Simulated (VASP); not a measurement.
# CaO (Fm-3m) in VASP: single point with PBEsol

Aim: the single point of CaO with PBEsol.

Program: VASP 6.6.1. These are calculated values, not measurements. Logs are shortened: lines on timing, memory, paths and dates and some standing lists are left out, and cuts for length are marked.

### 1 The cell of the first run

The structure is cubic, space group Fm-3m (No. 225). The conventional cell has a = 4.898 Å, b = 4.898 Å, c = 4.898 Å, α = 90.00°, β = 90.00°, γ = 90.00°. Ca (site symmetry m-3m) has 6 O at 2.45 Å within 3.2 Å. Within 3.2 Å of O (site symmetry m-3m) lie 6 Ca at 2.45 Å.

### 2 Single point, PBEsol

INCAR reads:

```
PREC     = Accurate       # precision mode
ENCUT    = 520            # plane-wave cutoff, eV
EDIFF    = 1E-7           # SCF threshold, eV
ISMEAR   = 0              # smearing method
SIGMA    = 0.05           # smearing width, eV
LREAL    = False          # projectors in reciprocal space
LASPH    = True           # aspherical terms in the spheres
NELM     = 60             # most SCF steps
ALGO     = Normal         # electronic algorithm
ISIF     = 2              # what is computed and relaxed
LWAVE    = False          # write WAVECAR
LCHARG   = False          # write CHGCAR
GGA      = PS             # functional
NBANDS   = 24             # bands
ISYM     = 0
```

KPOINTS reads:

```
Automatic mesh
0
Gamma
  9 9 8
```

POSCAR reads:

```
CaO
1.0
    0.0000000000     -2.4490000000     -2.4490000000
   -2.4490000000      0.0000000000     -2.4490000000
    2.4490000000      2.4490000000     -4.8980000000
Ca O
2 2
Direct
    0.5000000000      0.5000000000      0.5000000000
    0.0000000000      0.0000000000      0.0000000000
    0.7500000000      0.7500000000      0.7500000000
    0.2500000000      0.2500000000      0.2500000000
```

Potentials or basis: VASP PAW PBE potentials, release 64 (Ca_sv, O).

Command:

```console
$ cat potpaw_PBE.64/Ca_sv/POTCAR potpaw_PBE.64/O/POTCAR > POTCAR
$ mpirun -np 1 vasp_std > vasp.out
```

OUTCAR:

```text
PREC = Accurate
   ENCUT = 520
   EDIFF = 1E-7
   ISMEAR = 0
   LREAL = False
   LASPH = True
   NELM = 60
   ISIF = 2
   GGA = PS
   ISYM = 0

 ion  position               nearest neighbor table
   1  0.500  0.500  0.500-   4 2.45   4 2.45   3 2.45   4 2.45   3 2.45   3 2.45
   2  0.000  0.000  0.000-   3 2.45   3 2.45   3 2.45   4 2.45   4 2.45   4 2.45
   3  0.750  0.750  0.750-   1 2.45   1 2.45   1 2.45   2 2.45   2 2.45   2 2.45
   4  0.250  0.250  0.250-   2 2.45   2 2.45   1 2.45   2 2.45   1 2.45   1 2.45

IMPORTANT INFORMATION: All symmetrisations will be switched off!
NOSYMM: (Re-)initialisation of all symmetry stuff for point group C_1.

----------------------------------------------------------------------------------------

                                     Primitive cell

  volume of cell :      58.7525

  direct lattice vectors                    reciprocal lattice vectors
     0.000000000 -2.449000000 -2.449000000     0.102082483 -0.306247448 -0.102082483
    -2.449000000  0.000000000 -2.449000000    -0.306247448  0.102082483 -0.102082483
     2.449000000  2.449000000 -4.898000000     0.102082483  0.102082483 -0.102082483

  length of vectors
     3.463409014  3.463409014  5.998800380     0.338569293  0.338569293  0.176812047

  position of ions in fractional coordinates (direct lattice)
     0.500000000  0.500000000  0.500000000
     0.000000000  0.000000000  0.000000000
     0.750000000  0.750000000  0.750000000
     0.250000000  0.250000000  0.250000000

  ion indices of the primitive-cell ions
   primitive index   ion index
                 1           1
                 2           2
                 3           3
                 4           4

----------------------------------------------------------------------------------------

 KPOINTS: Automatic mesh

Automatic generation of k-mesh.
 Grid dimensions read from file:
 generate k-points for:    9    9    8

 Generating k-lattice:

  Cartesian coordinates                     Fractional coordinates (reciprocal lattice)
     0.011342498 -0.034027494 -0.011342498     0.111111111  0.000000000  0.000000000
    -0.034027494  0.011342498 -0.011342498     0.000000000  0.111111111  0.000000000
     0.012760310  0.012760310 -0.012760310     0.000000000  0.000000000  0.125000000

  Length of vectors
     0.037618810  0.037618810  0.022101506

  Shift w.r.t. Gamma in fractional coordinates (k-lattice)
     0.000000000  0.000000000  0.000000000

 -----------------------------------------------------------------------------
|                                                                             |
|           W    W    AA    RRRRR   N    N  II  N    N   GGGG   !!!           |
|           W    W   A  A   R    R  NN   N  II  NN   N  G    G  !!!           |
|           W    W  A    A  R    R  N N  N  II  N N  N  G       !!!           |
|           W WW W  AAAAAA  RRRRR   N  N N  II  N  N N  G  GGG   !            |
|           WW  WW  A    A  R   R   N   NN  II  N   NN  G    G                |
|           W    W  A    A  R    R  N    N  II  N    N   GGGG   !!!           |
|                                                                             |
|     Your reciprocal lattice and k-lattice belong to different lattice       |
|     classes:                                                                |
|                                                                             |
|        The reciprocal lattice is rhombohedral (trigonal),                   |
|        whereas your k-lattice is base-centered monoclinic.                  |
|                                                                             |
|     Results are often still useful ...                                      |
|                                                                             |
 -----------------------------------------------------------------------------

 WARNING: IBZKPT: internal override: KBLOWUP is changed to .FALSE.
      ... skipping the blow-up phase ...

 Subroutine IBZKPT returns following result:
 ===========================================

 Found    325 irreducible k-points:

 Following reciprocal coordinates:
            Coordinates               Weight
  0.000000  0.000000  0.000000      1.000000
  0.111111  0.000000  0.000000      2.000000
  0.222222  0.000000  0.000000      2.000000
  0.333333  0.000000  0.000000      2.000000
  0.444444  0.000000  0.000000      2.000000
  0.000000  0.111111  0.000000      2.000000
[... 16 lines left out ...]
 -0.111111  0.222222  0.000000      2.000000
  0.000000  0.333333  0.000000      2.000000
 [... further k-points ...]
   k-points           NKPTS =    325   k-points in BZ     NKDIM =    325   number of bands    NBANDS=     24
   number of dos      NEDOS =    301   number of ions     NIONS =      4
   total plane-waves  NPLWV =  37632
   dimension x,y,z NGX =    28 NGY =   28 NGZ =   48
   dimension x,y,z NGXF=    56 NGYF=   56 NGZF=   96
   ions per type =               2   2
   NGX,Y,Z   is equivalent  to a cutoff of  13.44, 13.44, 13.30 a.u.
   NGXF,Y,Z  is equivalent  to a cutoff of  26.88, 26.88, 26.60 a.u.
 SYSTEM =  unknown system
   PREC   = accura    normal or accurate (medium, high low for compatibility)
   ISTART =      0    job   : 0-new  1-cont  2-samecut
   ICHARG =      2    charge: 1-file 2-atom 10-const
   ISPIN  =      1    spin polarized calculation?
   LNONCOLLINEAR =      F non collinear calculations
   LSORBIT =      F    spin-orbit coupling
   LASPH  =      T    aspherical Exc in radial PAW
   ENCUT  =  520.0 eV  38.22 Ry    6.18 a.u.   6.44  6.44 11.15*2*pi/ulx,y,z
   NELM   =     60;   NELMIN=  2; NELMDL= -5     # of ELM steps
   EDIFF  = 0.1E-06   stopping-criterion for ELM
   LREAL  =      F    real-space projection
   EDIFFG = 0.1E-05   stopping-criterion for IOM
   NSW    =      0    number of steps for IOM
   IBRION =     -1    ionic relax: 0-MD 1-quasi-New 2-CG
   NFREE  =      0    steps in history (QN), initial steepest desc. (CG)
   ISIF   =      2    stress and relaxation
   ISYM   =      0    0-nonsym 1-usesym 2-fastsym
   POTIM  = 0.5000    time-step for ionic-motion
   TEBEG  =    0.0;   TEEND  =   0.0 temperature during run
   PSTRESS=    0.0 pullay stress
   NELECT =      32.0000    total number of electrons
   NUPDOWN=      -1.0000    fix difference up-down
   EMIN   =  10.00;   EMAX   =-10.00  energy-range for DOS
   EFERMI =   0.00;   METHOD = LEGACY
   ISMEAR =     0;   SIGMA  =   0.05  broadening in eV -4-tet -1-fermi 0-gaus
   EFERMI_NEDOS =   21; number of points for ismear=-14 and -15
   IALGO  =     38    algorithm
   IMIX   =      4    mixing-type and parameters
     AMIX     =   0.40;   BMIX     =  1.00
     AMIX_MAG =   1.60;   BMIX_MAG =  1.00
  volume/ion in A,a.u.               =      14.69        99.12
  Fermi-wavevector in a.u.,A,eV,Ry     =   1.336953  2.526474 24.319632  1.787443
  Thomas-Fermi vector in A             =   2.465539
   LORBIT       =      0    0 simple, 1 ext, 2 COOP (PROOUT), +10 PAW based schemes
   GGA     = PS    functional components
   LHFCALC =     F    Hartree Fock is set to
   AEXX    =    0.0000 exact exchange contribution
   IVDW    =     0    specifies the selected vdW correction
   LEPSILON=     F    determine dielectric tensor
   LRPA    =     F    only Hartree local field effects (RPA)
 non-spin polarized calculation
 Gauss-broadening in eV      SIGMA  =   0.05
  energy-cutoff  :      520.00
  volume of cell :       58.75
 maximum number of plane-waves:      1605
 NGX is ok and might be reduce to    28
   NGX = 13   NGY = 13   NGZ = 23

 number of electron      31.9999999 magnetization

 Free energy of the ion-electron system (eV)
  ---------------------------------------------------
  ext. energy  EPLUGINS =         0.00000000
  ---------------------------------------------------
  free energy    TOTEN  =       -26.72158412 eV

  energy without entropy =      -26.72158412  energy(sigma->0) =      -26.72158412

 E-fermi :   2.2259     XC(G=0): -10.4574

 val. band max:        1.8836994938   @ k =   0.0000   0.0000   0.0000
 cond. band min:       5.4888448566   @ k =   0.0000   0.4444   0.5000
 fundamental gap:      3.6051453629
 Fermi energy:         2.2258995156

 k-point     1 :       0.0000    0.0000    0.0000
  band No.  band energies     occupation
      1     -35.7364      2.00000
      2     -35.6536      2.00000
      3     -17.5347      2.00000
      4     -16.6624      2.00000
      5     -16.6624      2.00000
      6     -16.6143      2.00000
[... 16 lines left out ...]
     23       9.3787      0.00000
     24       9.7944      0.00000

 k-point     2 :       0.1111    0.0000    0.0000
  band No.  band energies     occupation
      1     -35.7275      2.00000
      2     -35.6500      2.00000
      3     -17.4793      2.00000
      4     -16.7262      2.00000
      5     -16.7147      2.00000
      6     -16.6727      2.00000
[... 16 lines left out ...]
     23       9.5067      0.00000
     24       9.7501      0.00000

 k-point     3 :       0.2222    0.0000    0.0000
  band No.  band energies     occupation
      1     -35.7042      2.00000
      2     -35.6416      2.00000
      3     -17.3354      2.00000
      4     -16.9642      2.00000
      5     -16.8497      2.00000
      6     -16.6981      2.00000
[... 16 lines left out ...]
     23       9.8606      0.00000
     24      10.0828      0.00000
[... 514 lines left out ...]
 k-point    23 :      -0.1111    0.2222    0.0000
  band No.  band energies     occupation
      1     -35.6869      2.00000
      2     -35.6345      2.00000
      3     -17.2142      2.00000
      4     -17.1251      2.00000
      5     -16.9190      2.00000
      6     -16.7602      2.00000
[... 16 lines left out ...]
     23      10.1613      0.00000
     24      10.4356      0.00000

 k-point    24 :       0.0000    0.3333    0.0000
  band No.  band energies     occupation
      1     -35.6751      2.00000
      2     -35.6345      2.00000
      3     -17.1906      2.00000
      4     -17.1731      2.00000
      5     -16.9776      2.00000
      6     -16.7248      2.00000
[... 16 lines left out ...]
     23      10.1409      0.00000
     24      10.3040      0.00000

 [... further k-points ...]

------------------------ aborting loop because EDIFF is reached ----------------------------------------

  FORCE on cell =-STRESS in cart. coord.  units (eV):
  Direction    XX          YY          ZZ          XY          YZ          ZX
  --------------------------------------------------------------------------------------
  -------------------------------------------------------------------------------------
  Total       -2.7148010     -2.7148033     -2.7148331     -0.0001090      0.0000849      0.0000869
  in kB      -74.0324692    -74.0325316    -74.0333449     -0.0029730      0.0023151      0.0023685
  external PRESSURE =     -74.0327819 kB  Pullay stress =       0.0000000 kB

 VOLUME and BASIS-vectors are now :
 -----------------------------------------------------------------------------
  energy-cutoff  :      520.00
  volume of cell :       58.75
      direct lattice vectors                 reciprocal lattice vectors
     0.000000000 -2.449000000 -2.449000000     0.102082483 -0.306247448 -0.102082483
    -2.449000000  0.000000000 -2.449000000    -0.306247448  0.102082483 -0.102082483
     2.449000000  2.449000000 -4.898000000     0.102082483  0.102082483 -0.102082483

 POSITION                                       TOTAL-FORCE (eV/Angst)
 -----------------------------------------------------------------------------------
      0.00000      0.00000     -4.89800         0.000001      0.000001     -0.000001
      0.00000      0.00000      0.00000        -0.000001     -0.000001      0.000001
      0.00000      0.00000     -7.34700         0.000000     -0.000000      0.000000
      0.00000      0.00000     -2.44900         0.000000      0.000000     -0.000000
 -----------------------------------------------------------------------------------
    total drift:                               -0.000000      0.000000      0.000000

  FREE ENERGIE OF THE ION-ELECTRON SYSTEM (eV)
  ---------------------------------------------------
  free  energy   TOTEN  =       -26.7215841175 eV

  energy  without entropy=      -26.7215841175  energy(sigma->0) =      -26.72158412
```

It took 12 min on 1 thread of AMD EPYC 7R13, shared host; peak memory 0.46 GiB.

Results:

```
Free energy            : -26.7216 eV
Pressure               : -7.4 GPa
Band gap on the k mesh : 3.61 eV
```

Levels at points of the mesh, in eV from the valence-band top:
| k point | band 12 | band 13 | band 14 | band 15 | band 16 | band 17 | band 18 | band 19 | band 20 | band 21 |
| --- | --- | --- | --- | --- | --- | --- | --- | --- | --- | --- |
| (0.00, 0.00, 0.00) | -1.11 | -1.11 | 0.00 | 0.00 | 0.00 | 4.13 | 6.06 | 6.06 | 6.06 | 6.76 |
| (0.00, 0.00, 0.50) | -1.51 | -0.61 | -0.61 | -0.61 | -0.61 | 5.99 | 5.99 | 6.29 | 6.29 | 6.97 |

Caveat: the cell stands under tension; the PAW data sets were made with another functional, which shifts forces and pressure a little; an odd mesh through Γ misses points on the zone boundary, where band edges can lie.
